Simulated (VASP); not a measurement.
# Ru (P6_3/mmc) in VASP: a series of runs, part 2 of 2

VASP 6.6.1. The steps go on from the part before.

## 4. Single point, PBEsol (14.93 Å³/atom)

This run uses another cell than the first one, of 14.93 Å³/atom.

INCAR reads:

```
SYSTEM = Ru
  ALGO = Normal
  EDIFF = 1E-7
  ENCUT = 520
  GGA = PS
  ISIF = 2
  ISMEAR = -1
  LASPH = .True.
  LCHARG = .False.
  LREAL = .False.
  LWAVE = .False.
  NBANDS = 21
  NELM = 100
  PREC = Accurate
  SIGMA = 0.1
```

KPOINTS reads:

```
k-points
0
Gamma
  22 22 12
  0 0 0
```

POSCAR reads:

```
Ru
1.0
    2.7969622711      0.0000000000      0.0000000000
   -1.3984811355      2.4222403802      0.0000000000
    0.0000000000      0.0000000000      4.4066234520
Ru
2
Direct
    0.3333333333      0.6666666667      0.2500000000
    0.6666666667      0.3333333333      0.7500000000
```

Potentials or basis: VASP PAW PBE potentials, release 64 (Ru_pv).

The run is started by

```sh
cat potpaw_PBE.64/Ru_pv/POTCAR > POTCAR
mpirun -np 1 vasp_std > vasp.out
```

OUTCAR:

```text
SYSTEM = Ru
   EDIFF = 1E-7
   ENCUT = 520
   GGA = PS
   ISIF = 2
   ISMEAR = -1
   LASPH = .True.
   LREAL = .False.
   NELM = 100
   PREC = Accurate

 ion  position               nearest neighbor table
   1  0.333  0.667  0.250-   2 2.73   2 2.73   2 2.73   2 2.73   2 2.73   2 2.73
   2  0.667  0.333  0.750-   1 2.73   1 2.73   1 2.73   1 2.73   1 2.73   1 2.73

  LATTYP: Found a hexagonal cell.
 ALAT       =     2.7969622711
 C/A-ratio  =     1.5755033586

  Lattice vectors:

[... 765 lines left out ...]
------------------------ aborting loop because EDIFF is reached ----------------------------------------

  FORCE on cell =-STRESS in cart. coord.  units (eV):
  Direction    XX          YY          ZZ          XY          YZ          ZX
  --------------------------------------------------------------------------------------
  -------------------------------------------------------------------------------------
  Total       -5.4964812     -5.4964812     -5.7372688     -0.0000000      0.0000000      0.0000000
  in kB     -294.9752259   -294.9752259   -307.8973797     -0.0000000      0.0000000      0.0000000
  external PRESSURE =    -299.2826105 kB  Pullay stress =       0.0000000 kB

 VOLUME and BASIS-vectors are now :
 -----------------------------------------------------------------------------
  energy-cutoff  :      520.00
  volume of cell :       29.85
      direct lattice vectors                 reciprocal lattice vectors
     2.796962271  0.000000000  0.000000000     0.357530743  0.206420471  0.000000000
    -1.398481135  2.422240380  0.000000000     0.000000000  0.412840942  0.000000000
     0.000000000  0.000000000  4.406623452     0.000000000  0.000000000  0.226931121

 POSITION                                       TOTAL-FORCE (eV/Angst)
 -----------------------------------------------------------------------------------
     -0.00000      1.61483      1.10166         0.000000     -0.000000      0.000000
      1.39848      0.80741      3.30497        -0.000000      0.000000      0.000000
 -----------------------------------------------------------------------------------
    total drift:                               -0.000000      0.000000     -0.000000

  FREE ENERGIE OF THE ION-ELECTRON SYSTEM (eV)
  ---------------------------------------------------
  free  energy   TOTEN  =       -20.0371281155 eV

  energy  without entropy=      -19.9762173521  energy(sigma->0) =      -20.00667273
```

It took 4.4 min on 1 thread of Intel Xeon 8259CL, shared host; peak memory 0.3 GiB.

Results:

```
Free energy            : -20.0371 eV
Pressure               : -29.9 GPa
Band gap on the k mesh : zero (bands 14 and 15 overlap by 2.75 eV)
```

Caveat: the cell stands under tension; the PAW data sets were made with another functional, which shifts forces and pressure a little.

## 5. Relaxation of cell and atoms, PBEsol, collinear spin, ferromagnetic start

This run uses another cell than the first one, of 13.55 Å³/atom.

INCAR reads:

```
PREC = Accurate
ENCUT = 600
EDIFF = 1E-6
ISMEAR = -1
SIGMA = 0.05
LREAL = F
LASPH = T
NELM = 150
ALGO = Normal
ISIF = 3
LWAVE = F
LCHARG = F
ISPIN = 2
MAGMOM = 1 1
LORBIT = 11
LMAXMIX = 4
GGA = PS
IBRION = 2
NSW = 80
EDIFFG = -0.01
```

KPOINTS reads:

```
Automatic mesh
0
Gamma
  13 13 8
```

POSCAR reads:

```
Ru
1.0
    2.7038898633      0.0000000000      0.0000000000
   -1.3519449316      2.3416373106      0.0000000000
    0.0000000000      0.0000000000      4.2816800000
Ru
2
Direct
    0.3333333333      0.6666666667      0.2500000000
    0.6666666667      0.3333333333      0.7500000000
```

The run is started by

```sh
cat potpaw_PBE.64/Ru_pv/POTCAR > POTCAR
mpirun -np 1 vasp_std > vasp.out
```

Run time: 11 min. Hardware: 1 thread of Intel Xeon 8259CL, shared host; peak memory 0.25 GiB.

It converged, with:

| Item | Value |
| --- | --- |
| Free energy | -20.3479 eV |
| Relaxed volume | 13.32 Å³/atom |
| Relaxed cell | a = 2.693 Å, b = 2.693 Å, c = 4.240 Å, α = 90.00°, β = 90.00°, γ = 120.00° |
| Space group after relaxing (to 0.1 Å) | P6_3/mmc (No. 194) |
| Energy gained by relaxing | 5.0 meV/atom |
| Ionic steps | 10 |
| Pressure after relaxing | 0.0 GPa |
| Band gap on the k mesh | zero (filled and empty bands overlap) |
| Net moment | 0.00 μB per cell |
| Valence electrons inside the program's atomic spheres | Ru 12.71 |

Step by step:
```tsv
step	energy change (eV)	largest force (eV/Å)	pressure (GPa)	volume (Å³)
1	0.0000	0.0000	-5.96	27.11
2	0.0911	0.0000	22.79	25.18
3	-0.0098	0.0000	0.08	26.64
4	-0.0099	0.0000	0.08	26.63
5	0.0143	0.0000	10.65	25.90
6	-0.0099	0.0000	0.30	26.62
7	-0.0099	0.0000	-0.07	26.64
8	-0.0100	0.0000	0.11	26.63
9	-0.0100	0.0000	-0.18	26.66
10	-0.0100	0.0000	0.02	26.64
```

Final structure:
```xyz
2
Lattice="2.6934 0.0000 0.0000 -1.3467 2.3325 0.0000 0.0000 0.0000 4.2400" Properties=species:S:1:pos:R:3 pbc="T T T"
Ru    0.0000    1.5550    1.0600
Ru    1.3467    0.7775    3.1800
```

Levels at points of the mesh, in eV from the Fermi level:
Spin up:
| k point | band 10 | band 11 | band 12 | band 13 | band 14 | band 15 | band 16 | band 17 | band 18 | band 19 |
| --- | --- | --- | --- | --- | --- | --- | --- | --- | --- | --- |
| (0.00, 0.00, 0.00) | -2.74 | -2.50 | -2.02 | -2.02 | -1.52 | -1.52 | 1.18 | 1.18 | 1.27 | 10.17 |
| (0.00, 0.00, 0.50) | -2.92 | -2.92 | -2.92 | -2.82 | -2.82 | 0.53 | 0.53 | 0.53 | 0.53 | 10.21 |
Spin down:
| k point | band 11 | band 12 | band 13 | band 14 | band 15 | band 16 | band 17 | band 18 |
| --- | --- | --- | --- | --- | --- | --- | --- | --- |
| (0.00, 0.00, 0.00) | -2.50 | -2.02 | -2.02 | -1.52 | -1.52 | 1.18 | 1.18 | 1.27 |
| (0.00, 0.00, 0.50) | -2.92 | -2.92 | -2.82 | -2.82 | 0.53 | 0.53 | 0.53 | 0.53 |

Caveat: the PAW data sets were made with another functional, which shifts forces and pressure a little.

## 6. Overview

| task | spin | cell | k mesh | cutoff (eV) | smearing | gap on the mesh (eV) | pressure (GPa) |
| --- | --- | --- | --- | --- | --- | --- | --- |
| single point | off | a = 2.729, b = 2.729, c = 4.299 Å, angles 90.0, 90.0, 120.0°, 2 atoms | 22 × 22 × 12 | 520 | fermi-dirac 0.1 eV | none | -12.4 |
| single point | off | a = 2.763, b = 2.763, c = 4.354 Å, angles 90.0, 90.0, 120.0°, 2 atoms | 22 × 22 × 12 | 520 | fermi-dirac 0.1 eV | none | -22.2 |
| single point | off | a = 2.797, b = 2.797, c = 4.407 Å, angles 90.0, 90.0, 120.0°, 2 atoms | 22 × 22 × 12 | 520 | fermi-dirac 0.1 eV | none | -29.9 |
| relaxation of cell and atoms | collinear, ferromagnetic start | relaxed from a = 2.704, b = 2.704, c = 4.282 Å, angles 90.0, 90.0, 120.0°, 2 atoms | 13 × 13 × 8 | 600 | fermi-dirac 0.05 eV | none | 0.0 |

Alike in all rows: level PBEsol; potentials or basis VASP PAW PBE potentials, release 64 (Ru_pv).

Caveats: the PAW data sets were made with another functional, which shifts forces and pressure a little; the cell stands under tension (at least some runs).

Total energies depend on the potentials used, so only differences within one code and one set of settings carry meaning.
